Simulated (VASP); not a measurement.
Runs of VASP 6.6.1 on PbSe. The structure is that of space group Fm-3m (No. 225), or close to it. The cells are those of the table. 

```tsv
cell	smearing	gap on the mesh (eV)	pressure (GPa)
relaxed from a = 4.328 Å, angles 60.0°, 2 atoms	fermi-dirac 0.08 eV	0.17	0.0
relaxed to 7 GPa from a = 4.315 Å, angles 60.0°, 2 atoms	gaussian 0.01 eV	(a)	7.0
relaxed to 15 GPa from a = 4.315 Å, angles 60.0°, 2 atoms	gaussian 0.01 eV	0.40	15.0
relaxed to 10 GPa from a = 4.315 Å, angles 60.0°, 2 atoms	gaussian 0.01 eV	0.38	10.0
```

Alike in all rows: level PBEsol; potentials or basis VASP PAW PBE potentials, release 64 (Pb_d, Se); no spin polarisation; k mesh 14 × 14 × 14; cutoff (eV) 600.

Task: Fill in the values left out.

Result: (a) 0.24.

Caveats: the PAW data sets were made with another functional, which shifts forces and pressure a little; spin-orbit coupling is left out, which moves the levels of the heavy elements; the cell is relaxed towards a set pressure, so the run minimises the enthalpy, not the energy (at least some runs).

A k mesh can miss the band edges, and the runs leave out spin-orbit coupling on Pb, Se.
